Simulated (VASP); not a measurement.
# Rb4Sn (P6/mmm) in VASP: notebook

Rb4Sn is run at these levels: PBE; tasks: single point.

All numbers are computed with VASP 6.6.1; they aren't measurements. Logs are shortened: lines on timing, memory, paths and dates and some standing lists are left out, and cuts for length are marked.

## 1. The cell of the first run

The structure is hexagonal, space group P6/mmm (No. 191). Conventional cell: a = 6.666 Å, b = 6.666 Å, c = 5.640 Å, α = 90.00°, β = 90.00°, γ = 120.00°. Within 4.4 Å of Rb (site symmetry mmm) lie 2 Sn at 3.33 Å and 8 Rb at 3.33 to 4.37 Å. Within 3.7 Å of Rb (site symmetry 6/mmm) lie 2 Sn at 2.82 Å. Sn (site symmetry 6/mmm) has 8 Rb at 2.82 to 3.33 Å within 3.7 Å.

## 2. Single point, PBE

File INCAR:

```
ALGO     = Normal         # electronic algorithm
EDIFF    = 1E-6           # SCF threshold, eV
ENCUT    = 520            # plane-wave cutoff, eV
GGA      = PE             # functional
ISIF     = 2              # what is computed and relaxed
ISMEAR   = 0              # smearing method
LASPH    = T              # aspherical terms in the spheres
LCHARG   = T              # write CHGCAR
LELF     = T              # ELF
LREAL    = F              # projectors in reciprocal space
LVHAR    = T            
LWAVE    = F              # write WAVECAR
NBANDS   = 33             # bands
NELM     = 60             # most SCF steps
PREC     = Accurate       # precision mode
SIGMA    = 0.1            # smearing width, eV
```

File KPOINTS:

```
k-points
0
Gamma
  3 3 4
```

File POSCAR:

```
Rb4Sn
1.0
    6.6661661900      0.0000000000      0.0000000000
   -3.3330831000      5.7730692700      0.0000000000
    0.0000000000      0.0000000000      5.6403887400
Rb Sn
4 1
Direct
    0.5000000000      0.0000000000      0.5000000000
    0.0000000000      0.5000000000      0.5000000000
    0.5000000000      0.5000000000      0.5000000000
    0.0000000000      0.0000000000      0.0000000000
    0.0000000000      0.0000000000      0.5000000000
```

Potentials or basis: VASP PAW PBE potentials, release 64 (Rb_sv, Sn_d).

Command:

```bash
$ cat potpaw_PBE.64/Rb_sv/POTCAR potpaw_PBE.64/Sn_d/POTCAR > POTCAR
$ mpirun -np 1 vasp_std > vasp.out
```

OUTCAR:

```text
EDIFF = 1E-6
   ENCUT = 520
   GGA = PE
   ISIF = 2
   ISMEAR = 0
   LASPH = T
   LREAL = F
   NELM = 60
   PREC = Accurate

 ion  position               nearest neighbor table
   1  0.500  0.000  0.500-   5 3.33   5 3.33   2 3.33   2 3.33   3 3.33   3 3.33   4 4.37   4 4.37
                             4 4.37   4 4.37   3 5.77   3 5.77   2 5.77   2 5.77
   2  0.000  0.500  0.500-   3 3.33   3 3.33   1 3.33   1 3.33   5 3.33   5 3.33   4 4.37   4 4.37
                             4 4.37   4 4.37   1 5.77   1 5.77   3 5.77   3 5.77
   3  0.500  0.500  0.500-   2 3.33   2 3.33   5 3.33   5 3.33   1 3.33   1 3.33   4 4.37   4 4.37
                             4 4.37   4 4.37   1 5.77   1 5.77   2 5.77   2 5.77
   4  0.000  0.000  0.000-   5 2.82   5 2.82   1 4.37   1 4.37   1 4.37   1 4.37   3 4.37   3 4.37
                             3 4.37   3 4.37   2 4.37   2 4.37   2 4.37   2 4.37
   5  0.000  0.000  0.500-   4 2.82   4 2.82   1 3.33   1 3.33   3 3.33   3 3.33   2 3.33   2 3.33

  LATTYP: Found a hexagonal cell.
 ALAT       =     6.6661661900
 C/A-ratio  =     0.8461218306

  Lattice vectors:

 A1 = (   6.6661661900,   0.0000000000,   0.0000000000)
 A2 = (  -3.3330831000,   5.7730692700,   0.0000000000)
 A3 = (   0.0000000000,   0.0000000000,   5.6403887400)

Analysis of symmetry for initial positions (statically):
=====================================================================
 Subroutine PRICEL returns:
 Original cell was already a primitive cell.

 Routine SETGRP: Setting up the symmetry group for a
 hexagonal supercell.

 Subroutine GETGRP returns: Found 24 space group operations
 (whereof 24 operations were pure point group operations)
 out of a pool of 24 trial point group operations.

The static configuration has the point symmetry D_6h.

Analysis of symmetry for dynamics (positions and initial velocities):
=====================================================================
 Subroutine PRICEL returns:
 Original cell was already a primitive cell.

 Routine SETGRP: Setting up the symmetry group for a
 hexagonal supercell.

 Subroutine GETGRP returns: Found 24 space group operations
 (whereof 24 operations were pure point group operations)
 out of a pool of 24 trial point group operations.

The dynamic configuration has the point symmetry D_6h.

 Subroutine INISYM returns: Found 24 space group operations
 (whereof 24 operations are pure point group operations),
 and found     1 'primitive' translations

----------------------------------------------------------------------------------------

                                     Primitive cell

  volume of cell :     217.0661

  direct lattice vectors                    reciprocal lattice vectors
     6.666166190  0.000000000  0.000000000     0.150011262  0.086609042  0.000000000
    -3.333083100  5.773069270  0.000000000     0.000000000  0.173218084  0.000000000
     0.000000000  0.000000000  5.640388740     0.000000000  0.000000000  0.177292745

  length of vectors
     6.666166190  6.666166196  5.640388740     0.173218085  0.173218084  0.177292745

  position of ions in fractional coordinates (direct lattice)
     0.500000000  0.000000000  0.500000000
     0.000000000  0.500000000  0.500000000
     0.500000000  0.500000000  0.500000000
     0.000000000  0.000000000  0.000000000
     0.000000000  0.000000000  0.500000000

  ion indices of the primitive-cell ions
   primitive index   ion index
                 1           1
                 2           2
                 3           3
                 4           4
                 5           5

----------------------------------------------------------------------------------------

 KPOINTS: k-points

Automatic generation of k-mesh.
 Grid dimensions read from file:
 generate k-points for:    3    3    4

 Generating k-lattice:

  Cartesian coordinates                     Fractional coordinates (reciprocal lattice)
     0.050003754  0.028869681  0.000000000     0.333333333  0.000000000  0.000000000
     0.000000000  0.057739361  0.000000000     0.000000000  0.333333333  0.000000000
     0.000000000  0.000000000  0.044323186     0.000000000  0.000000000  0.250000000

  Length of vectors
     0.057739362  0.057739361  0.044323186

  Shift w.r.t. Gamma in fractional coordinates (k-lattice)
     0.000000000  0.000000000  0.000000000

 Subroutine IBZKPT returns following result:
 ===========================================

 Found      9 irreducible k-points:

 Following reciprocal coordinates:
            Coordinates               Weight
  0.000000  0.000000  0.000000      1.000000
  0.333333  0.000000  0.000000      6.000000
  0.333333  0.333333  0.000000      2.000000
  0.000000  0.000000  0.250000      2.000000
  0.333333  0.000000  0.250000     12.000000
  0.333333  0.333333  0.250000      4.000000
  0.000000  0.000000  0.500000      1.000000
  0.333333  0.000000  0.500000      6.000000
  0.333333  0.333333  0.500000      2.000000
   k-points           NKPTS =      9   k-points in BZ     NKDIM =      9   number of bands    NBANDS=     33
   number of dos      NEDOS =    301   number of ions     NIONS =      5
   total plane-waves  NPLWV = 105000
   dimension x,y,z NGX =    50 NGY =   50 NGZ =   42
   dimension x,y,z NGXF=   100 NGYF=  100 NGZF=   84
   ions per type =               4   1
   NGX,Y,Z   is equivalent  to a cutoff of  12.47, 12.47, 12.38 a.u.
   NGXF,Y,Z  is equivalent  to a cutoff of  24.94, 24.94, 24.76 a.u.
 SYSTEM =  unknown system
   PREC   = accura    normal or accurate (medium, high low for compatibility)
   ISTART =      0    job   : 0-new  1-cont  2-samecut
   ICHARG =      2    charge: 1-file 2-atom 10-const
   ISPIN  =      1    spin polarized calculation?
   LNONCOLLINEAR =      F non collinear calculations
   LSORBIT =      F    spin-orbit coupling
   LASPH  =      T    aspherical Exc in radial PAW
   ENCUT  =  520.0 eV  38.22 Ry    6.18 a.u.  12.39 12.39 10.49*2*pi/ulx,y,z
   NELM   =     60;   NELMIN=  2; NELMDL= -5     # of ELM steps
   EDIFF  = 0.1E-05   stopping-criterion for ELM
   LREAL  =      F    real-space projection
   EDIFFG = 0.1E-04   stopping-criterion for IOM
   NSW    =      0    number of steps for IOM
   IBRION =     -1    ionic relax: 0-MD 1-quasi-New 2-CG
   NFREE  =      0    steps in history (QN), initial steepest desc. (CG)
   ISIF   =      2    stress and relaxation
   ISYM   =      2    0-nonsym 1-usesym 2-fastsym
   POTIM  = 0.5000    time-step for ionic-motion
   TEBEG  =    0.0;   TEEND  =   0.0 temperature during run
   PSTRESS=    0.0 pullay stress
   NELECT =      50.0000    total number of electrons
   NUPDOWN=      -1.0000    fix difference up-down
   EMIN   =  10.00;   EMAX   =-10.00  energy-range for DOS
   EFERMI =   0.00;   METHOD = LEGACY
   ISMEAR =     0;   SIGMA  =   0.10  broadening in eV -4-tet -1-fermi 0-gaus
   EFERMI_NEDOS =   21; number of points for ismear=-14 and -15
   IALGO  =     38    algorithm
   IMIX   =      4    mixing-type and parameters
     AMIX     =   0.40;   BMIX     =  1.00
     AMIX_MAG =   1.60;   BMIX_MAG =  1.00
  volume/ion in A,a.u.               =      43.41       292.97
  Fermi-wavevector in a.u.,A,eV,Ry     =   1.003539  1.896413 13.702294  1.007090
  Thomas-Fermi vector in A             =   2.136097
   LORBIT       =      0    0 simple, 1 ext, 2 COOP (PROOUT), +10 PAW based schemes
   GGA     = PE    functional components
   LHFCALC =     F    Hartree Fock is set to
   AEXX    =    0.0000 exact exchange contribution
   IVDW    =     0    specifies the selected vdW correction
   LEPSILON=     F    determine dielectric tensor
   LRPA    =     F    only Hartree local field effects (RPA)
 non-spin polarized calculation
 Gauss-broadening in eV      SIGMA  =   0.10
  energy-cutoff  :      520.00
  volume of cell :      217.07
 maximum number of plane-waves:      5877
 NGX is ok and might be reduce to    50
   NGX = 25   NGY = 25   NGZ = 21

 number of electron      49.9999996 magnetization

 Free energy of the ion-electron system (eV)
  ---------------------------------------------------
  ext. energy  EPLUGINS =         0.00000000
  ---------------------------------------------------
  free energy    TOTEN  =        -3.59678144 eV

  energy without entropy =       -3.56951472  energy(sigma->0) =       -3.58314808

 E-fermi :   2.6326     XC(G=0):  -7.4522

 val. band max:        2.6295376029   @ k =   0.0000   0.0000   0.2500
 cond. band min:       2.6350905164   @ k =   0.0000   0.0000   0.2500
 fundamental gap:      0.0055529135
 Fermi energy:         2.6325947977

 k-point     1 :       0.0000    0.0000    0.0000
  band No.  band energies     occupation
      1     -26.6042      2.00000
      2     -26.3169      2.00000
      3     -26.3169      2.00000
      4     -25.5010      2.00000
      5     -18.3202      2.00000
      6     -18.2171      2.00000
[... 25 lines left out ...]
     32       4.2272      0.00000
     33       5.3488      0.00000

 k-point     2 :       0.3333    0.0000    0.0000
  band No.  band energies     occupation
      1     -26.5452      2.00000
      2     -26.3800      2.00000
      3     -26.3170      2.00000
      4     -25.5011      2.00000
      5     -18.3219      2.00000
      6     -18.2173      2.00000
[... 25 lines left out ...]
     32       4.8500      0.00000
     33       5.2406      0.00000

 k-point     3 :       0.3333    0.3333    0.0000
  band No.  band energies     occupation
      1     -26.4633      2.00000
      2     -26.4633      2.00000
      3     -26.3176      2.00000
      4     -25.5012      2.00000
      5     -18.3227      2.00000
      6     -18.2172      2.00000
[... 25 lines left out ...]
     32       5.4852      0.00000
     33       5.5757      0.00000

 k-point     4 :       0.0000    0.0000    0.2500
  band No.  band energies     occupation
      1     -26.6040      2.00000
      2     -26.3168      2.00000
      3     -26.3168      2.00000
      4     -25.4946      2.00000
      5     -18.3521      2.00000
      6     -18.2180      2.00000
[... 25 lines left out ...]
     32       4.2961      0.00000
     33       5.4564      0.00000

 k-point     5 :       0.3333    0.0000    0.2500
  band No.  band energies     occupation
      1     -26.5450      2.00000
      2     -26.3798      2.00000
      3     -26.3169      2.00000
      4     -25.4947      2.00000
      5     -18.3537      2.00000
      6     -18.2181      2.00000
[... 25 lines left out ...]
     32       5.1041      0.00000
     33       5.4810      0.00000

 k-point     6 :       0.3333    0.3333    0.2500
  band No.  band energies     occupation
      1     -26.4632      2.00000
      2     -26.4632      2.00000
      3     -26.3174      2.00000
      4     -25.4947      2.00000
      5     -18.3544      2.00000
      6     -18.2181      2.00000
[... 25 lines left out ...]
     32       5.1829      0.00000
     33       5.8362      0.00000

 k-point     7 :       0.0000    0.0000    0.5000
  band No.  band energies     occupation
      1     -26.6037      2.00000
      2     -26.3167      2.00000
      3     -26.3167      2.00000
      4     -25.4882      2.00000
      5     -18.3838      2.00000
      6     -18.2188      2.00000
[... 25 lines left out ...]
     32       4.4122      0.00000
     33       5.2428      0.00000

 k-point     8 :       0.3333    0.0000    0.5000
  band No.  band energies     occupation
      1     -26.5448      2.00000
      2     -26.3797      2.00000
      3     -26.3168      2.00000
      4     -25.4882      2.00000
      5     -18.3853      2.00000
      6     -18.2189      2.00000
[... 25 lines left out ...]
     32       5.4339      0.00000
     33       5.9306      0.00000

 k-point     9 :       0.3333    0.3333    0.5000
  band No.  band energies     occupation
      1     -26.4631      2.00000
      2     -26.4631      2.00000
      3     -26.3173      2.00000
      4     -25.4882      2.00000
      5     -18.3860      2.00000
      6     -18.2189      2.00000
[... 25 lines left out ...]
     32       4.9993      0.00000
     33       5.8847      0.00000

------------------------ aborting loop because EDIFF is reached ----------------------------------------

  FORCE on cell =-STRESS in cart. coord.  units (eV):
  Direction    XX          YY          ZZ          XY          YZ          ZX
  --------------------------------------------------------------------------------------
  -------------------------------------------------------------------------------------
  Total       13.1394059     13.1394059     13.8742111     -0.0000000     -0.0000000      0.0000000
  in kB       96.9827222     96.9827224    102.4063623     -0.0000001     -0.0000000      0.0000000
  external PRESSURE =      98.7906023 kB  Pullay stress =       0.0000000 kB

 VOLUME and BASIS-vectors are now :
 -----------------------------------------------------------------------------
  energy-cutoff  :      520.00
  volume of cell :      217.07
      direct lattice vectors                 reciprocal lattice vectors
     6.666166190  0.000000000  0.000000000     0.150011262  0.086609042  0.000000000
    -3.333083100  5.773069270  0.000000000     0.000000000  0.173218084  0.000000000
     0.000000000  0.000000000  5.640388740     0.000000000  0.000000000  0.177292745

 POSITION                                       TOTAL-FORCE (eV/Angst)
 -----------------------------------------------------------------------------------
      3.33308      0.00000      2.82019        -0.000000      0.000000      0.000000
     -1.66654      2.88653      2.82019        -0.000000      0.000000      0.000000
      1.66654      2.88653      2.82019         0.000000      0.000000      0.000000
      0.00000      0.00000      0.00000         0.000000      0.000000      0.000000
      0.00000      0.00000      2.82019        -0.000000      0.000000      0.000000
 -----------------------------------------------------------------------------------
    total drift:                                0.000000      0.000000      0.000000

  FREE ENERGIE OF THE ION-ELECTRON SYSTEM (eV)
  ---------------------------------------------------
  free  energy   TOTEN  =        -3.5967814372 eV

  energy  without entropy=       -3.5695147181  energy(sigma->0) =       -3.58314808
```

Run time: 36 s. Hardware: 1 thread of Intel Xeon 6975P-C (Granite Rapids), shared host; peak memory 0.33 GiB.

What came out:

| Item | Value |
| --- | --- |
| Free energy | -3.5968 eV |
| Pressure | 9.9 GPa |
| Band gap on the k mesh | zero (band 25 reaches 2.91 eV, above the bottom of band 26 at 2.47 eV) |

Stress tensor (GPa, compression positive):
```
 9.70  0.00  0.00
 0.00  9.70  0.00
 0.00  0.00 10.24
```

Caveat: the k points lie up to 0.36 Å⁻¹ apart; spin-orbit coupling is left out, which moves the levels of the heavy elements.

## 3. Single point, PBE

This run uses another cell than the first one, of 77.39 Å³/atom, 1.783 times its volume.

File INCAR:

```
PREC     = Accurate       # precision mode
ENCUT    = 520            # plane-wave cutoff, eV
EDIFF    = 1E-6           # SCF threshold, eV
ISMEAR   = 0              # smearing method
SIGMA    = 0.1            # smearing width, eV
LREAL    = F              # projectors in reciprocal space
LASPH    = T              # aspherical terms in the spheres
NELM     = 60             # most SCF steps
ALGO     = Fast           # electronic algorithm
ISIF     = 2              # what is computed and relaxed
LWAVE    = F              # write WAVECAR
LCHARG   = F              # write CHGCAR
GGA      = PE             # functional
NBANDS   = 33             # bands
```

File KPOINTS:

```
regular mesh
0
Gamma
  3 3 4
```

Changes to POSCAR since step 2:

```diff
@@ -2,5 +2,5 @@
 1.0
-    6.6661661900      0.0000000000      0.0000000000
-   -3.3330831000      5.7730692700      0.0000000000
-    0.0000000000      0.0000000000      5.6403887400
+    8.0481776969      0.0000000035      0.0000000000
+   -4.0240888515      6.9699263379      0.0000000000
+    0.0000000000      0.0000000000      6.8984138786
 Rb Sn
```

Potentials or basis: VASP PAW PBE potentials, release 64 (Rb_sv, Sn_d).

Command:

```bash
$ cat potpaw_PBE.64/Rb_sv/POTCAR potpaw_PBE.64/Sn_d/POTCAR > POTCAR
$ mpirun -np 1 vasp_std > vasp.out
```

Run time: 97 s. Hardware: 1 thread of Intel Xeon 6975P-C (Granite Rapids), shared host; peak memory 0.49 GiB.

It converged, with:

```
Free energy            : -7.0898 eV
Pressure               : 0.3 GPa
Band gap on the k mesh : zero (band 25 reaches 0.56 eV, above the bottom of band 26 at 0.22 eV)
```

Levels at points of the mesh, in eV from the Fermi level:
```csv
k point,band 23,band 24,band 25,band 26,band 27,band 28
"(0.00, 0.00, 0.00)",-1.08,-0.08,-0.08,0.26,1.06,1.21
"(0.00, 0.00, 0.50)",-1.02,-0.46,-0.15,-0.15,0.69,1.34
```

Caveat: spin-orbit coupling is left out, which moves the levels of the heavy elements.
